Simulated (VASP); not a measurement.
A run of VASP 6.6.1 is set up as follows.

The input POSCAR:

```
Si
1.0
    2.7154700000     -2.7154700000      0.0000000000
    2.7154700000      0.0000000000     -2.7154700000
    9.0517476980      3.6205361510      3.6205361510
Si
6
Direct
    0.3055597233      0.3055597233      0.5416333333
    0.8611263900     -0.1388736100      0.2083000000
   -0.2500069433     -0.2500069433      0.8749666667
    0.1388847233      0.1388847233      0.7916333333
    0.6944513900      0.6944513900      0.4583000000
    0.2500180567      0.2500180567      0.1249666667
```

Contents of INCAR.step1:

```
  ALGO = Normal
  EDIFF = 1E-4
  ENCUT = 520
  GGA = PE
  ISMEAR = 0
  LASPH = True
  LCHARG = False
  LREAL = False
  LWAVE = True
  NBANDS = 21
  NELM = 60
  PREC = Accurate
  SIGMA = 0.05
```

Contents of INCAR.step2:

```
  ALGO = Normal
  EDIFF = 1E-6
  ENCUT = 520
  ISIF = 2
  ISMEAR = 0
  ISTART = 1
  LASPH = True
  LCHARG = False
  LMIXTAU = True
  LREAL = False
  LWAVE = False
  METAGGA = R2SCAN
  NBANDS = 21
  NELM = 60
  PREC = Accurate
  SIGMA = 0.05
```

Contents of KPOINTS:

```
k-points
0
Gamma
  8 8 3
```

Potentials or basis: VASP PAW PBE potentials, release 64 (Si).

Run with:

```bash
$ cat potpaw_PBE.64/Si/POTCAR > POTCAR
$ cp INCAR.step1 INCAR
$ mpirun -np 1 vasp_std > vasp.out
$ cp INCAR.step2 INCAR
$ mpirun -np 1 vasp_std > vasp.out
```

Q: Estimate the band gap on the k mesh.

A: Zero (bands 12 and 13 overlap by 1.06 eV).

Q: What does it give for the pressure?

A: -1.5 GPa.

Q: What does it give for the largest force?

A: 0.181 eV/Å.

Stress tensor (GPa, compression positive):
```
-1.34  1.05  1.05
 1.05 -1.53  0.76
 1.05  0.76 -1.53
```

Caveat: the cell differs from its parent crystal (the part above a cut slid along it); the PAW data sets were made with another functional, which shifts forces and pressure a little.
